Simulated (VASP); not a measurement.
A run of VASP 6.6.1 is set up as follows.

INCAR

```
ALGO = Normal ; EDIFF = 1E-6
ENCUT = 520 ; GGA = PS
ISIF = 2 ; ISMEAR = 0
ISYM = 0 ; LASPH = T
LCHARG = F ; LREAL = F
LWAVE = F ; NBANDS = 11
NELM = 80 ; PREC = Accurate
SIGMA = 0.1
```

File KPOINTS:

```
k-points
0
Gamma
  14 2 32
```

The input POSCAR:

```
C
1.0
    2.4588140226      0.0000000000      0.0000000000
   -1.2294070113     17.1782524199      0.0000000000
    0.0000000000     -8.4571475695      1.0564860804
C
2
Direct
    0.6666666667      0.3333333333      0.6666666667
    0.3333333333      0.6666666667      0.3333333333
```

Potentials or basis: VASP PAW PBE potentials, release 64 (C).

The run is started by

```console
$ cat potpaw_PBE.64/C/POTCAR > POTCAR
$ mpirun -np 1 vasp_std > vasp.out
```

**Question.** Estimate the pressure.

**Answer.** 0.3 GPa.

**Question.** What does it give for the largest force?

**Answer.** 0.037 eV/Å.

Stress tensor (GPa, compression positive):
```
 0.54  0.00  0.02
 0.00 -0.03  0.04
 0.02  0.04  0.27
```

Caveat: this functional lacks dispersion, which binds the layers, so the pressure and a relaxed spacing across them are unreliable; the PAW data sets were made with another functional, which shifts forces and pressure a little.
